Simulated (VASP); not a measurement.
Wanted: the native input for a VASP 6.6.1 run.

```
Task                   : single point
Functional             : PBE
Potentials or basis    : VASP PAW PBE potentials, release 64 (Cr_pv)
Cutoff                 : 520 eV
k mesh                 : 22 × 22 × 22
Occupations            : gaussian, width 0.05 eV
Spin                   : no spin polarisation
Dipole correction      : no
Further INCAR settings : ALGO = Fast; EDIFF = 1e-06; NBANDS = 12
```

The structure of Cr lies in POSCAR:

```
Cr
1.0
   -1.4335418247      1.4335418247      1.4335418247
    1.4335418247     -1.4335418247      1.4335418247
    1.4335418247      1.4335418247     -1.4335418247
Cr
1
Direct
    0.0000000000      0.0000000000      0.0000000000
```

This cell differs from its parent crystal: volume scaled by 1.020.

The input as run:

INCAR

```
SYSTEM = Cr
PREC = Accurate
ENCUT = 520
EDIFF = 1E-6
ISMEAR = 0
SIGMA = 0.05
LREAL = .FALSE.
LASPH = .TRUE.
NELM = 100
ALGO = Fast
ISIF = 2
LWAVE = .FALSE.
LCHARG = .FALSE.
GGA = PE
NBANDS = 12
```

KPOINTS

```
Automatic mesh
0
G
  22 22 22
  0 0 0
```

Potentials or basis: VASP PAW PBE potentials, release 64 (Cr_pv).

Launch:

```console
$ cat potpaw_PBE.64/Cr_pv/POTCAR > POTCAR
$ mpirun -np 1 vasp_std > vasp.out
```

It gave:

```
Pressure               : -5.1 GPa
Band gap on the k mesh : zero (band 6 reaches 13.06 eV, above the bottom of band 7 at 9.80 eV)
```

Caveat: the run has no spin polarisation, though such a crystal can be magnetic.

Run time: 17 s on 1 thread of Intel(R) Xeon(R) 6975P-C (Granite Rapids), on a shared host, peak memory 0.15 GiB.
